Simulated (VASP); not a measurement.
# Al (P6_3/mmc) in VASP: notebook

Al is run at these levels: PBEsol; tasks: single point, relaxation of cell and atoms.

Program: VASP 6.6.1. These are calculated values, not measurements. Logs are shortened: lines on timing, memory, paths and dates and some standing lists are left out, and cuts for length are marked.

## Step 1: The cell of the first run

It takes space group P6_3/mmc (No. 194, hexagonal). Conventional cell: a = 2.825 Å, b = 2.825 Å, c = 9.390 Å, α = 90.00°, β = 90.00°, γ = 120.00°. Within 3.7 Å of Al (site symmetry -3m) lie 12 Al at 2.82 to 2.86 Å. Within 3.7 Å of Al (site symmetry -6m2) lie 12 Al at 2.82 to 2.86 Å.

## Step 2: Single point, PBEsol

File INCAR:

```
SYSTEM = Al
PREC = Accurate
ENCUT = 520
EDIFF = 1E-7
ISMEAR = 1
SIGMA = 0.1
LREAL = .FALSE.
LASPH = .TRUE.
NELM = 100
ALGO = Normal
ISIF = 2
LWAVE = .FALSE.
LCHARG = .TRUE.
GGA = PS
LELF = .TRUE.
LVHAR = .TRUE.
NBANDS = 14
```

File KPOINTS:

```
Automatic mesh
0
G
  9 9 3
  0 0 0
```

File POSCAR:

```
Al
1.0
    2.8245006814      0.0000002884      0.0000000000
   -1.4122505905      2.4460891989      0.0000000000
    0.0000000000      0.0000000000      9.3896394291
Al
4
Direct
    0.0000000000      0.0000000000      0.0000000000
    0.3333333333      0.6666666667      0.2500000000
    0.0000000000      0.0000000000      0.5000000000
    0.6666666667      0.3333333333      0.7500000000
```

Potentials or basis: VASP PAW PBE potentials, release 64 (Al).

On the command line:

```sh
> cat potpaw_PBE.64/Al/POTCAR > POTCAR
> mpirun -np 1 vasp_std > vasp.out
```

OUTCAR:

```text
SYSTEM = Al
   PREC = Accurate
   ENCUT = 520
   EDIFF = 1E-7
   ISMEAR = 1
   LREAL = .FALSE.
   LASPH = .TRUE.
   NELM = 100
   ISIF = 2
   GGA = PS

 ion  position               nearest neighbor table
   1  0.000  0.000  0.000-   2 2.86   4 2.86   4 2.86   2 2.86   4 2.86   2 2.86
   2  0.333  0.667  0.250-   1 2.86   3 2.86   1 2.86   3 2.86   1 2.86   3 2.86
   3  0.000  0.000  0.500-   2 2.86   4 2.86   4 2.86   2 2.86   4 2.86   2 2.86
   4  0.667  0.333  0.750-   1 2.86   3 2.86   1 2.86   3 2.86   1 2.86   3 2.86

  LATTYP: Found a hexagonal cell.
 ALAT       =     2.8245006814
 C/A-ratio  =     3.3243537489

  Lattice vectors:

 A1 = (   2.8245006814,   0.0000002884,   0.0000000000)
 A2 = (  -1.4122505905,   2.4460891989,   0.0000000000)
 A3 = (   0.0000000000,   0.0000000000,   9.3896394291)

Analysis of symmetry for initial positions (statically):
=====================================================================
 Subroutine PRICEL returns:
 Original cell was already a primitive cell.

 Routine SETGRP: Setting up the symmetry group for a
 hexagonal supercell.

 Subroutine GETGRP returns: Found 24 space group operations
 (whereof 12 operations were pure point group operations)
 out of a pool of 24 trial point group operations.

The static configuration has the point symmetry D_3d.
 The point group associated with its full space group is D_6h.

Analysis of symmetry for dynamics (positions and initial velocities):
=====================================================================
 Subroutine PRICEL returns:
 Original cell was already a primitive cell.

 Routine SETGRP: Setting up the symmetry group for a
 hexagonal supercell.

 Subroutine GETGRP returns: Found 24 space group operations
 (whereof 12 operations were pure point group operations)
 out of a pool of 24 trial point group operations.

The dynamic configuration has the point symmetry D_3d.
 The point group associated with its full space group is D_6h.

 Subroutine INISYM returns: Found 24 space group operations
 (whereof 12 operations are pure point group operations),
 and found     1 'primitive' translations

----------------------------------------------------------------------------------------

                                     Primitive cell

  volume of cell :      64.8728

  direct lattice vectors                    reciprocal lattice vectors
     2.824500681  0.000000288  0.000000000     0.354044857  0.204407942  0.000000000
    -1.412250591  2.446089199  0.000000000    -0.000000042  0.408815812  0.000000000
     0.000000000  0.000000000  9.389639429     0.000000000  0.000000000  0.106500362

  length of vectors
     2.824500681  2.824500681  9.389639429     0.408815812  0.408815812  0.106500362

  position of ions in fractional coordinates (direct lattice)
     0.000000000  0.000000000  0.000000000
     0.333333333  0.666666667  0.250000000
     0.000000000  0.000000000  0.500000000
     0.666666667  0.333333333  0.750000000

  ion indices of the primitive-cell ions
   primitive index   ion index
                 1           1
                 2           2
                 3           3
                 4           4

----------------------------------------------------------------------------------------

 KPOINTS: Automatic mesh

Automatic generation of k-mesh.
 Grid dimensions read from file:
 generate k-points for:    9    9    3

 Generating k-lattice:

  Cartesian coordinates                     Fractional coordinates (reciprocal lattice)
     0.039338317  0.022711994  0.000000000     0.111111111  0.000000000  0.000000000
    -0.000000005  0.045423979  0.000000000     0.000000000  0.111111111  0.000000000
     0.000000000  0.000000000  0.035500121     0.000000000  0.000000000  0.333333333

  Length of vectors
     0.045423979  0.045423979  0.035500121

  Shift w.r.t. Gamma in fractional coordinates (k-lattice)
     0.000000000  0.000000000  0.000000000

 Subroutine IBZKPT returns following result:
 ===========================================

 Found     24 irreducible k-points:

 Following reciprocal coordinates:
            Coordinates               Weight
  0.000000  0.000000  0.000000      1.000000
  0.111111  0.000000  0.000000      6.000000
  0.222222  0.000000  0.000000      6.000000
  0.333333  0.000000  0.000000      6.000000
  0.444444  0.000000  0.000000      6.000000
  0.111111  0.111111  0.000000      6.000000
[... 16 lines left out ...]
  0.333333  0.222222  0.333333     24.000000
  0.333333  0.333333  0.333333      4.000000
   k-points           NKPTS =     24   k-points in BZ     NKDIM =     24   number of bands    NBANDS=     14
   number of dos      NEDOS =    301   number of ions     NIONS =      4
   total plane-waves  NPLWV =  40320
   dimension x,y,z NGX =    24 NGY =   24 NGZ =   70
   dimension x,y,z NGXF=    48 NGYF=   48 NGZF=  140
   ions per type =               4
   NGX,Y,Z   is equivalent  to a cutoff of  14.13, 14.13, 12.39 a.u.
   NGXF,Y,Z  is equivalent  to a cutoff of  28.25, 28.25, 24.79 a.u.
 SYSTEM =  Al
   PREC   = accura    normal or accurate (medium, high low for compatibility)
   ISTART =      0    job   : 0-new  1-cont  2-samecut
   ICHARG =      2    charge: 1-file 2-atom 10-const
   ISPIN  =      1    spin polarized calculation?
   LNONCOLLINEAR =      F non collinear calculations
   LSORBIT =      F    spin-orbit coupling
   LASPH  =      T    aspherical Exc in radial PAW
   ENCUT  =  520.0 eV  38.22 Ry    6.18 a.u.   5.25  5.25 17.46*2*pi/ulx,y,z
   NELM   =    100;   NELMIN=  2; NELMDL= -5     # of ELM steps
   EDIFF  = 0.1E-06   stopping-criterion for ELM
   LREAL  =      F    real-space projection
   EDIFFG = 0.1E-05   stopping-criterion for IOM
   NSW    =      0    number of steps for IOM
   IBRION =     -1    ionic relax: 0-MD 1-quasi-New 2-CG
   NFREE  =      0    steps in history (QN), initial steepest desc. (CG)
   ISIF   =      2    stress and relaxation
   ISYM   =      2    0-nonsym 1-usesym 2-fastsym
   POTIM  = 0.5000    time-step for ionic-motion
   TEBEG  =    0.0;   TEEND  =   0.0 temperature during run
   PSTRESS=    0.0 pullay stress
   NELECT =      12.0000    total number of electrons
   NUPDOWN=      -1.0000    fix difference up-down
   EMIN   =  10.00;   EMAX   =-10.00  energy-range for DOS
   EFERMI =   0.00;   METHOD = LEGACY
   ISMEAR =     1;   SIGMA  =   0.10  broadening in eV -4-tet -1-fermi 0-gaus
   EFERMI_NEDOS =   21; number of points for ismear=-14 and -15
   IALGO  =     38    algorithm
   IMIX   =      4    mixing-type and parameters
     AMIX     =   0.40;   BMIX     =  1.00
     AMIX_MAG =   1.60;   BMIX_MAG =  1.00
  volume/ion in A,a.u.               =      16.22       109.45
  Fermi-wavevector in a.u.,A,eV,Ry     =   0.932784  1.762706 11.838231  0.870085
  Thomas-Fermi vector in A             =   2.059417
   LORBIT       =      0    0 simple, 1 ext, 2 COOP (PROOUT), +10 PAW based schemes
   GGA     = PS    functional components
   LHFCALC =     F    Hartree Fock is set to
   AEXX    =    0.0000 exact exchange contribution
   IVDW    =     0    specifies the selected vdW correction
   LEPSILON=     F    determine dielectric tensor
   LRPA    =     F    only Hartree local field effects (RPA)
 non-spin polarized calculation
 Methfessel and Paxton  Order N= 1 SIGMA  =   0.10
  energy-cutoff  :      520.00
  volume of cell :       64.87
 maximum number of plane-waves:      1761
 NGX is ok and might be reduce to    24
   NGX = 11   NGY = 11   NGZ = 35

 number of electron      12.0000000 magnetization

 Free energy of the ion-electron system (eV)
  ---------------------------------------------------
  ext. energy  EPLUGINS =         0.00000000
  ---------------------------------------------------
  free energy    TOTEN  =       -16.30885616 eV

  energy without entropy =      -16.30604083  energy(sigma->0) =      -16.30791772

 E-fermi :   8.0428     XC(G=0): -10.3205

 val. band max:        8.0074605683   @ k =   0.3333   0.0000   0.3333
 cond. band min:       8.0708172700   @ k =   0.3333   0.2222   0.3333
 fundamental gap:      0.0633567017
 Fermi energy:         8.0427560453

 k-point     1 :       0.0000    0.0000    0.0000
  band No.  band energies     occupation
      1      -3.1206      2.00000
      2      -1.4529      2.00000
      3      -1.4514      2.00000
      4       3.3737      2.00000
      5       3.5121      2.00000
      6      11.2660      0.00000
      7      11.2753      0.00000
      8      19.1903      0.00000
      9      19.1903      0.00000
     10      19.3337      0.00000
     11      19.3337      0.00000
     12      20.2470      0.00000
     13      20.2656      0.00000
     14      20.2658      0.00000

 k-point     2 :       0.1111    0.0000    0.0000
  band No.  band energies     occupation
      1      -2.8157      2.00000
      2      -1.1516      2.00000
      3      -1.1500      2.00000
      4       3.6566      2.00000
      5       3.8095      2.00000
      6      11.5077      0.00000
      7      11.5287      0.00000
      8      15.4571      0.00000
      9      16.7970      0.00000
     10      16.8955      0.00000
     11      17.1823      0.00000
     12      18.5858      0.00000
     13      18.5952      0.00000
     14      18.6573      0.00000
[... 343 lines left out ...]
      1       2.7345      2.00000
      2       3.2634      2.00000
      3       5.2114      2.00000
      4       5.2934      2.00000
      5       6.0496      2.00000
      6       6.8830      2.00000
      7       7.7996      2.00313
      8       8.0708      0.54515
      9       8.7244     -0.00000
     10       9.5992     -0.00000
     11      10.8348      0.00000
     12      11.4235      0.00000
     13      12.3179      0.00000
     14      13.5668      0.00000

 k-point    24 :       0.3333    0.3333    0.3333
  band No.  band energies     occupation
      1       4.9557      2.00000
      2       5.0712      2.00000
      3       5.0712      2.00000
      4       5.4051      2.00000
      5       5.5752      2.00000
      6       5.5752      2.00000
      7       7.6241      2.00000
      8       7.6241      2.00000
      9       7.9674      1.95464
     10       9.3833     -0.00000
     11       9.6601     -0.00000
     12       9.6601     -0.00000
     13      13.4791      0.00000
     14      13.4791      0.00000

------------------------ aborting loop because EDIFF is reached ----------------------------------------

  FORCE on cell =-STRESS in cart. coord.  units (eV):
  Direction    XX          YY          ZZ          XY          YZ          ZX
  --------------------------------------------------------------------------------------
  -------------------------------------------------------------------------------------
  Total        0.0376126      0.0376126      0.0412849     -0.0000000     -0.0000000     -0.0000000
  in kB        0.9289249      0.9289249      1.0196203     -0.0000000     -0.0000000     -0.0000000
  external PRESSURE =       0.9591567 kB  Pullay stress =       0.0000000 kB

 VOLUME and BASIS-vectors are now :
 -----------------------------------------------------------------------------
  energy-cutoff  :      520.00
  volume of cell :       64.87
      direct lattice vectors                 reciprocal lattice vectors
     2.824500681  0.000000288  0.000000000     0.354044857  0.204407942  0.000000000
    -1.412250591  2.446089199  0.000000000    -0.000000042  0.408815812  0.000000000
     0.000000000  0.000000000  9.389639429     0.000000000  0.000000000  0.106500362

 POSITION                                       TOTAL-FORCE (eV/Angst)
 -----------------------------------------------------------------------------------
      0.00000      0.00000      0.00000        -0.000000      0.000000      0.000000
     -0.00000      1.63073      2.34741        -0.000000      0.000000     -0.000000
      0.00000      0.00000      4.69482        -0.000000      0.000000      0.000000
      1.41225      0.81536      7.04223         0.000000     -0.000000      0.000000
 -----------------------------------------------------------------------------------
    total drift:                               -0.000000      0.000000      0.000000

  FREE ENERGIE OF THE ION-ELECTRON SYSTEM (eV)
  ---------------------------------------------------
  free  energy   TOTEN  =       -16.3088561645 eV

  energy  without entropy=      -16.3060408254  energy(sigma->0) =      -16.30791772
```

Wall time 8.5 s (1 thread of Intel Xeon 6975P-C (Granite Rapids), shared host); peak memory 0.18 GiB.

Results:

| Property | Result |
| --- | --- |
| Free energy | -16.3089 eV |
| Pressure | 0.1 GPa |
| Band gap on the k mesh | zero (band 6 reaches 11.86 eV, above the bottom of band 7 at 6.83 eV) |

Levels at points of the mesh, in eV from the Fermi level:
```csv
k point,band 2,band 3,band 4,band 5,band 6,band 7,band 8,band 9
"(0.00, 0.00, 0.00)",-9.50,-9.49,-4.67,-4.53,3.22,3.23,11.15,11.15
```

Caveat: the PAW data sets were made with another functional, which shifts forces and pressure a little.

(Part 1 of 3 ends here.)
